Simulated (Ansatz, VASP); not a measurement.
# SrTe in VASP and in Ansatz

```
CELL_PARAMETERS angstrom
0.00000 3.35922 3.35922
3.35922 0.00000 3.35922
3.35922 3.35922 0.00000
ATOMIC_POSITIONS crystal
Sr 0.00000 0.00000 0.00000
Te 0.50000 0.50000 0.50000
```

Alike in both runs: functional PBE; k mesh 8 × 8 × 8; occupations gaussian, width 0.02 eV; no spin polarisation.

Ansatz relaxed the structure, and its values are those at the end. VASP's run is a single point on that final structure, the one shown.

|  | VASP | Ansatz |
| --- | --- | --- |
| version | VASP 6.6.1 | Ansatz 0.2.0 |
| potentials or method | VASP PAW PBE potentials, release 64 (Sr_sv, Te), cutoff 500 eV | scalar-relativistic, plane waves, PAW |
| valence electrons in the cell | 16 | 26 |

Ansatz gave:

- gap on the k mesh at the Fermi level (eV): 1.78
- least direct gap on the mesh (eV): 2.50
- pressure (GPa): 0.0

**Question.** Which values does VASP return?

**Answer.** gap on the k mesh at the Fermi level (eV): 1.76; least direct gap on the mesh (eV): 2.48; pressure (GPa): 0.1.

VASP's potentials hold 16 valence electrons a cell and Ansatz's 26, so a difference there can come from the potentials and not from the codes.

Spin-orbit coupling is off throughout.
